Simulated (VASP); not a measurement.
Input of a VASP 6.6.1 run:

File INCAR:

```
SYSTEM = SnSe
PREC = Accurate
ENCUT = 600
EDIFF = 1E-7
ISMEAR = -1
SIGMA = 0.05
LREAL = .FALSE.
LASPH = .TRUE.
NELM = 100
ALGO = Normal
ISIF = 3
LWAVE = .FALSE.
LCHARG = .FALSE.
GGA = PS
IBRION = 2
NSW = 80
EDIFFG = -0.005
PSTRESS = 50.0
```

File KPOINTS:

```
Automatic mesh
0
G
  8 8 8
  0 0 0
```

Contents of POSCAR:

```
SnSe
1.0
    0.0000000000      3.0100000000      3.0100000000
    3.0100000000      0.0000000000      3.0100000000
    3.0100000000      3.0100000000      0.0000000000
Sn Se
1 1
Direct
    0.0000000000      0.0000000000      0.0000000000
    0.5000000000      0.5000000000      0.5000000000
```

Potentials or basis: VASP PAW PBE potentials, release 64 (Sn_d, Se).

Run with:

```bash
$ cat potpaw_PBE.64/Sn_d/POTCAR potpaw_PBE.64/Se/POTCAR > POTCAR
$ mpirun -np 1 vasp_std > vasp.out
```

Q: Predict the relaxed cell.

A: a = 4.101 Å, b = 4.101 Å, c = 4.101 Å, α = 60.00°, β = 60.00°, γ = 60.00°.

Q: Estimate the band gap on the k mesh.

A: 0.68 eV, indirect (least direct gap 0.87 eV).

Q: Estimate the space group after relaxing (to 0.05 Å).

A: Fm-3m (No. 225).

Step by step:
```csv
step,energy change (eV),largest force (eV/Å),pressure (GPa),volume (Å³)
1,0.0000,0.0000,-1.90,54.54
2,0.1863,0.0000,10.56,45.79
3,0.0431,0.0000,4.96,48.80
4,0.0466,0.0000,5.13,48.69
5,0.0424,0.0000,4.93,48.82
6,0.0438,0.0000,5.00,48.78
```

Caveat: the cell is relaxed towards a set pressure, so the enthalpy falls and the energy may rise; the PAW data sets were made with another functional, which shifts forces and pressure a little; spin-orbit coupling is left out, which moves the levels of the heavy elements. A k mesh can miss the band edges.
